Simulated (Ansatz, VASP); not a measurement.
**W2N: VASP beside Ansatz**

```
CELL_PARAMETERS angstrom
-1.36272 1.36272 4.88316
1.36272 -1.36272 4.88316
1.36272 1.36272 -4.88316
ATOMIC_POSITIONS crystal
W 0.63907 0.63907 0.00000
W 0.36093 0.36093 0.00000
N 0.00000 0.00000 0.00000
```

Alike in both runs: functional PBE; k mesh 6 × 6 × 6; occupations gaussian, width 0.1 eV; no spin polarisation.

Ansatz relaxed the structure, and its values are those at the end. VASP's run is a single point on that final structure, the one shown.

|  | VASP | Ansatz |
| --- | --- | --- |
| version | VASP 6.6.1 | Ansatz 0.2.0 |
| potentials or method | VASP PAW PBE potentials, release 64 (W_sv, N), cutoff 520 eV | scalar-relativistic, plane waves, PAW |
| valence electrons in the cell | 33 | 33 |

Ansatz gave:

- gap on the k mesh at the Fermi level (eV): none
- pressure (GPa): 0.0
- rms of the force components (eV/Å): 0.002

Problem. Estimate VASP's values.

Solution. gap on the k mesh at the Fermi level (eV): none; pressure (GPa): 1.1; rms of the force components (eV/Å): 0.027.

A gap of «none» marks a metal or a gap that the smearing closes.

The k mesh is coarse, so the values compare programs but aren't converged. Spin-orbit coupling is off throughout.
